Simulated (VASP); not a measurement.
# Au (P6_3/mmc) in VASP: notebook

The runs below take Au through single point, with r2SCAN.

Everything below comes from runs of VASP 6.6.1. Logs are shortened: lines on timing, memory, paths and dates and some standing lists are left out, and cuts for length are marked.

## Step 1: The cell of the first run

The structure is hexagonal, space group P6_3/mmc (No. 194). Conventional cell: a = 2.900 Å, b = 2.900 Å, c = 5.026 Å, α = 90.00°, β = 90.00°, γ = 120.00°. Within 3.8 Å of Au (site symmetry -6m2) lie 12 Au at 2.90 to 3.02 Å.

This isn't the form of Au at room conditions, which is fcc.

## Step 2: Single point, r2SCAN (strain +0.000 along x and y, +0.030 along z)

File POSCAR:

```
Au
1.0
    2.8999984104      0.0000000000      0.0000000000
   -1.4499992052      2.5114722944      0.0000000000
    0.0000000000      0.0000000000      5.0264000000
Au
2
Direct
    0.3333333333      0.6666666667      0.7500000000
    0.6666666667      0.3333333333      0.2500000000
```

File INCAR.step1:

```
PREC     = Accurate       # precision mode
ENCUT    = 520            # plane-wave cutoff, eV
ISMEAR   = 0              # smearing method
SIGMA    = 0.15           # smearing width, eV
LREAL    = False          # projectors in reciprocal space
LASPH    = True           # aspherical terms in the spheres
NELM     = 80             # most SCF steps
NBANDS   = 18             # bands
GGA      = PE             # functional
ALGO     = Normal         # electronic algorithm
EDIFF    = 1E-4           # SCF threshold, eV
LWAVE    = True           # write WAVECAR
LCHARG   = False          # write CHGCAR
```

File INCAR.step2:

```
PREC     = Accurate       # precision mode
ENCUT    = 520            # plane-wave cutoff, eV
EDIFF    = 1E-6           # SCF threshold, eV
ISMEAR   = 0              # smearing method
SIGMA    = 0.15           # smearing width, eV
LREAL    = False          # projectors in reciprocal space
LASPH    = True           # aspherical terms in the spheres
NELM     = 80             # most SCF steps
ALGO     = Normal         # electronic algorithm
ISIF     = 2              # what is computed and relaxed
LWAVE    = False          # write WAVECAR
LCHARG   = True           # write CHGCAR
METAGGA  = R2SCAN         # meta-GGA
LMIXTAU  = True         
LELF     = True           # ELF
LVHAR    = True         
NBANDS   = 18             # bands
ISTART   = 1
```

File KPOINTS:

```
Automatic mesh
0
Gamma
  18 18 10
```

Potentials or basis: VASP PAW PBE potentials, release 64 (Au).

Command:

```bash
cat potpaw_PBE.64/Au/POTCAR > POTCAR
cp INCAR.step1 INCAR
mpirun -np 1 vasp_std > vasp.out
cp INCAR.step2 INCAR
mpirun -np 1 vasp_std > vasp.out
```

OUTCAR:

```text
PREC = Accurate
   ENCUT = 520
   EDIFF = 1E-6
   ISMEAR = 0
   LREAL = False
   LASPH = True
   NELM = 80
   ISIF = 2
   METAGGA = R2SCAN
   ISTART = 1

 ion  position               nearest neighbor table
   1  0.333  0.667  0.750-   2 3.02   2 3.02   2 3.02   2 3.02   2 3.02   2 3.02
   2  0.667  0.333  0.250-   1 3.02   1 3.02   1 3.02   1 3.02   1 3.02   1 3.02

  LATTYP: Found a hexagonal cell.
 ALAT       =     2.8999984104
 C/A-ratio  =     1.7332423294

  Lattice vectors:

 A1 = (   2.8999984104,   0.0000000000,   0.0000000000)
 A2 = (  -1.4499992052,   2.5114722944,   0.0000000000)
 A3 = (   0.0000000000,   0.0000000000,   5.0264000000)

Analysis of symmetry for initial positions (statically):
=====================================================================
 Subroutine PRICEL returns:
 Original cell was already a primitive cell.

 Routine SETGRP: Setting up the symmetry group for a
 hexagonal supercell.

 Subroutine GETGRP returns: Found 24 space group operations
 (whereof 12 operations were pure point group operations)
 out of a pool of 24 trial point group operations.

The static configuration has the point symmetry D_3d.
 The point group associated with its full space group is D_6h.

Analysis of symmetry for dynamics (positions and initial velocities):
=====================================================================
 Subroutine PRICEL returns:
 Original cell was already a primitive cell.

 Routine SETGRP: Setting up the symmetry group for a
 hexagonal supercell.

 Subroutine GETGRP returns: Found 24 space group operations
 (whereof 12 operations were pure point group operations)
 out of a pool of 24 trial point group operations.

The dynamic configuration has the point symmetry D_3d.
 The point group associated with its full space group is D_6h.

 Subroutine INISYM returns: Found 24 space group operations
 (whereof 12 operations are pure point group operations),
 and found     1 'primitive' translations

----------------------------------------------------------------------------------------

                                     Primitive cell

  volume of cell :      36.6086

  direct lattice vectors                    reciprocal lattice vectors
     2.899998410  0.000000000  0.000000000     0.344827775  0.199086409  0.000000000
    -1.449999205  2.511472294  0.000000000     0.000000000  0.398172818  0.000000000
     0.000000000  0.000000000  5.026400000     0.000000000  0.000000000  0.198949546

  length of vectors
     2.899998410  2.899998410  5.026400000     0.398172818  0.398172818  0.198949546

  position of ions in fractional coordinates (direct lattice)
     0.333333333  0.666666667  0.750000000
     0.666666667  0.333333333  0.250000000

  ion indices of the primitive-cell ions
   primitive index   ion index
                 1           1
                 2           2

----------------------------------------------------------------------------------------

 KPOINTS: Automatic mesh

Automatic generation of k-mesh.
 Grid dimensions read from file:
 generate k-points for:   18   18   10

 Generating k-lattice:

  Cartesian coordinates                     Fractional coordinates (reciprocal lattice)
     0.019157099  0.011060356  0.000000000     0.055555556  0.000000000  0.000000000
     0.000000000  0.022120712  0.000000000     0.000000000  0.055555556  0.000000000
     0.000000000  0.000000000  0.019894955     0.000000000  0.000000000  0.100000000

  Length of vectors
     0.022120712  0.022120712  0.019894955

  Shift w.r.t. Gamma in fractional coordinates (k-lattice)
     0.000000000  0.000000000  0.000000000

 Subroutine IBZKPT returns following result:
 ===========================================

 Found    222 irreducible k-points:

 Following reciprocal coordinates:
            Coordinates               Weight
  0.000000  0.000000  0.000000      1.000000
  0.055556  0.000000  0.000000      6.000000
  0.111111  0.000000  0.000000      6.000000
  0.166667 -0.000000  0.000000      6.000000
  0.222222  0.000000  0.000000      6.000000
  0.277778  0.000000  0.000000      6.000000
[... 16 lines left out ...]
  0.333333  0.111111  0.000000     12.000000
  0.388889  0.111111  0.000000     12.000000
 [... further k-points ...]
   k-points           NKPTS =    222   k-points in BZ     NKDIM =    222   number of bands    NBANDS=     18
   number of dos      NEDOS =    301   number of ions     NIONS =      2
   total plane-waves  NPLWV =  23040
   dimension x,y,z NGX =    24 NGY =   24 NGZ =   40
   dimension x,y,z NGXF=    48 NGYF=   48 NGZF=   80
   ions per type =               2
   NGX,Y,Z   is equivalent  to a cutoff of  13.76, 13.76, 13.23 a.u.
   NGXF,Y,Z  is equivalent  to a cutoff of  27.52, 27.52, 26.46 a.u.
 SYSTEM =  unknown system
   PREC   = accura    normal or accurate (medium, high low for compatibility)
   ISTART =      1    job   : 0-new  1-cont  2-samecut
   ICHARG =      0    charge: 1-file 2-atom 10-const
   ISPIN  =      1    spin polarized calculation?
   LNONCOLLINEAR =      F non collinear calculations
   LSORBIT =      F    spin-orbit coupling
   LASPH  =      T    aspherical Exc in radial PAW
   ENCUT  =  520.0 eV  38.22 Ry    6.18 a.u.   5.39  5.39  9.35*2*pi/ulx,y,z
   NELM   =     80;   NELMIN=  2; NELMDL=  0     # of ELM steps
   EDIFF  = 0.1E-05   stopping-criterion for ELM
   LREAL  =      F    real-space projection
   EDIFFG = 0.1E-04   stopping-criterion for IOM
   NSW    =      0    number of steps for IOM
   IBRION =     -1    ionic relax: 0-MD 1-quasi-New 2-CG
   NFREE  =      0    steps in history (QN), initial steepest desc. (CG)
   ISIF   =      2    stress and relaxation
   ISYM   =      2    0-nonsym 1-usesym 2-fastsym
   POTIM  = 0.5000    time-step for ionic-motion
   TEBEG  =    0.0;   TEEND  =   0.0 temperature during run
   PSTRESS=    0.0 pullay stress
   NELECT =      22.0000    total number of electrons
   NUPDOWN=      -1.0000    fix difference up-down
   EMIN   =  10.00;   EMAX   =-10.00  energy-range for DOS
   EFERMI =   0.00;   METHOD = LEGACY
   ISMEAR =     0;   SIGMA  =   0.15  broadening in eV -4-tet -1-fermi 0-gaus
   EFERMI_NEDOS =   21; number of points for ismear=-14 and -15
   IALGO  =     38    algorithm
   IMIX   =      4    mixing-type and parameters
     AMIX     =   0.40;   BMIX     =  1.00
     AMIX_MAG =   1.60;   BMIX_MAG =  1.00
  volume/ion in A,a.u.               =      18.30       123.52
  Fermi-wavevector in a.u.,A,eV,Ry     =   1.381512  2.610679 25.967745  1.908575
  Thomas-Fermi vector in A             =   2.506289
   LORBIT       =      0    0 simple, 1 ext, 2 COOP (PROOUT), +10 PAW based schemes
   METAGGA = R2SCAN    functional components
   LHFCALC =     F    Hartree Fock is set to
   AEXX    =    0.0000 exact exchange contribution
   IVDW    =     0    specifies the selected vdW correction
   LEPSILON=     F    determine dielectric tensor
   LRPA    =     F    only Hartree local field effects (RPA)
 non-spin polarized calculation
 Gauss-broadening in eV      SIGMA  =   0.15
  energy-cutoff  :      520.00
  volume of cell :       36.61
 maximum number of plane-waves:      1015
 NGX is ok and might be reduce to    24
   NGX = 11   NGY = 11   NGZ = 19

 number of electron      22.0000006 magnetization

 Free energy of the ion-electron system (eV)
  ---------------------------------------------------
  ext. energy  EPLUGINS =         0.00000000
  ---------------------------------------------------
  free energy    TOTEN  =      -101.15334464 eV

  energy without entropy =     -101.14642823  energy(sigma->0) =     -101.14988643

 E-fermi :   8.2126     XC(G=0): -13.1181

 val. band max:        8.2097602681   @ k =   0.2778   0.2222   0.2000
 cond. band min:       8.2361149960   @ k =   0.3889   0.1111   0.2000
 fundamental gap:      0.0263547278
 Fermi energy:         8.2126371803

 k-point     1 :       0.0000    0.0000    0.0000
  band No.  band energies     occupation
      1      -1.1478      2.00000
      2       1.0384      2.00000
      3       3.2862      2.00000
      4       3.6895      2.00000
      5       3.6895      2.00000
      6       3.9327      2.00000
[... 10 lines left out ...]
     17      27.2493      0.00000
     18      27.2493      0.00000

 k-point     2 :       0.0556    0.0000    0.0000
  band No.  band energies     occupation
      1      -1.0487      2.00000
      2       1.1220      2.00000
      3       3.2868      2.00000
      4       3.6842      2.00000
      5       3.7530      2.00000
      6       3.8981      2.00000
[... 10 lines left out ...]
     17      26.6756      0.00000
     18      26.7999      0.00000

 k-point     3 :       0.1111    0.0000    0.0000
  band No.  band energies     occupation
      1      -0.7582      2.00000
      2       1.3572      2.00000
      3       3.2522      2.00000
      4       3.6937      2.00000
      5       3.8358      2.00000
      6       3.9396      2.00000
[... 10 lines left out ...]
     17      25.5255      0.00000
     18      26.9052      0.00000

 k-point     4 :       0.1667   -0.0000    0.0000
  band No.  band energies     occupation
      1      -0.2993      2.00000
      2       1.6831      2.00000
      3       3.1774      2.00000
      4       3.6046      2.00000
      5       3.9644      2.00000
      6       3.9661      2.00000
[... 375 lines left out ...]
      4       3.4200      2.00000
      5       3.7291      2.00000
      6       3.7544      2.00000
[... 10 lines left out ...]
     17      22.4113      0.00000
     18      24.3181      0.00000

 k-point    23 :       0.3333    0.1111    0.0000
  band No.  band energies     occupation
      1       1.8247      2.00000
      2       1.9754      2.00000
      3       2.4082      2.00000
      4       3.7068      2.00000
      5       3.7808      2.00000
      6       4.0350      2.00000
[... 10 lines left out ...]
     17      21.2813      0.00000
     18      23.7906      0.00000

 k-point    24 :       0.3889    0.1111    0.0000
  band No.  band energies     occupation
      1       1.8479      2.00000
      2       1.9123      2.00000
      3       2.2648      2.00000
      4       3.7153      2.00000
      5       3.8985      2.00000
      6       4.0508      2.00000
[... 10 lines left out ...]
     17      20.3341      0.00000
     18      23.4804      0.00000

 [... further k-points ...]

------------------------ aborting loop because EDIFF is reached ----------------------------------------

  FORCE on cell =-STRESS in cart. coord.  units (eV):
  Direction    XX          YY          ZZ          XY          YZ          ZX
  --------------------------------------------------------------------------------------
  -------------------------------------------------------------------------------------
  Total       -1.0356306     -1.0356306     -1.2702681      0.0000000      0.0000000      0.0000000
  in kB      -45.3244200    -45.3244200    -55.5933427      0.0000000      0.0000000      0.0000000
  external PRESSURE =     -48.7473942 kB  Pullay stress =       0.0000000 kB

 VOLUME and BASIS-vectors are now :
 -----------------------------------------------------------------------------
  energy-cutoff  :      520.00
  volume of cell :       36.61
      direct lattice vectors                 reciprocal lattice vectors
     2.899998410  0.000000000  0.000000000     0.344827775  0.199086409  0.000000000
    -1.449999205  2.511472294  0.000000000     0.000000000  0.398172818  0.000000000
     0.000000000  0.000000000  5.026400000     0.000000000  0.000000000  0.198949546

 POSITION                                       TOTAL-FORCE (eV/Angst)
 -----------------------------------------------------------------------------------
     -0.00000      1.67431      3.76980        -0.000000      0.000000      0.000000
      1.45000      0.83716      1.25660         0.000000      0.000000      0.000000
 -----------------------------------------------------------------------------------
    total drift:                               -0.000000      0.000000     -0.000000

  FREE ENERGIE OF THE ION-ELECTRON SYSTEM (eV)
  ---------------------------------------------------
  free  energy   TOTEN  =      -101.1533446364 eV

  energy  without entropy=     -101.1464282318  energy(sigma->0) =     -101.14988643
```

It took 5.6 min on 1 thread of Intel Xeon Platinum 8259CL at 2.50GHz (Skylake/Cascade Lake), shared host; peak memory 0.25 GiB.

Results:

```
Free energy            : -101.1533 eV
Pressure               : -4.9 GPa
Band gap on the k mesh : zero (bands 11 and 12 overlap by 6.93 eV)
```

Caveat: the cell differs from its parent crystal (strain +0.000 along x and y, +0.030 along z); the cell stands under tension; the PAW data sets were made with another functional, which shifts forces and pressure a little; spin-orbit coupling is left out, which moves the levels of the heavy elements.

(Part 1 of 2 ends here.)
